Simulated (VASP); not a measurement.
Set up this calculation in VASP 6.6.1, as the native input.

| Property | Result |
| --- | --- |
| Task | single point |
| Functional | LDA |
| Potentials or basis | VASP PAW LDA potentials, release 64 (Ba_sv) |
| Cutoff | 500 eV |
| k mesh | 9 × 9 × 9 |
| Occupations | fermi-dirac, width 0.05 eV |
| Spin | no spin polarisation |
| Dipole correction | no |
| Further INCAR settings | ALGO = Normal; EDIFF = 1e-06; NBANDS = 17 |

The structure of Ba lies in POSCAR:

```
Ba
1.0
    0.0000000000      3.5315935808      3.5315935808
    3.5315935808      0.0000000000      3.5315935808
    3.5315935808      3.5315935808      0.0000000000
Ba
2
Direct
   -0.1250000000     -0.1250000000     -0.1250000000
    0.1250000000      0.1250000000      0.1250000000
```

These files were run (other wordings do the same):

INCAR

```
SYSTEM = Ba
ALGO = Normal ; EDIFF = 1E-6
ENCUT = 500 ; GGA_COMPAT = .False.
ISIF = 2 ; ISMEAR = -1
LASPH = .True. ; LCHARG = .False.
LREAL = .False. ; LWAVE = .False.
NBANDS = 17 ; NELM = 120
PREC = Accurate ; SIGMA = 0.05
```

KPOINTS

```
k-points
0
Gamma
  9 9 9
  0 0 0
```

Potentials or basis: VASP PAW LDA potentials, release 64 (Ba_sv).

Launch:

```bash
$ cat potpaw_LDA.64/Ba_sv/POTCAR > POTCAR
$ mpirun -np 1 vasp_std > vasp.out
```

It gave:

The pressure is 3.6 GPa and the band gap on the k mesh is zero (band 10 reaches 2.56 eV, above the bottom of band 11 at 2.23 eV).

Caveat: spin-orbit coupling is left out, which moves the levels of the heavy elements.

Wall time 68 s on 1 thread of Intel Xeon 8259CL, with other jobs on the host, peak memory 0.19 GiB.
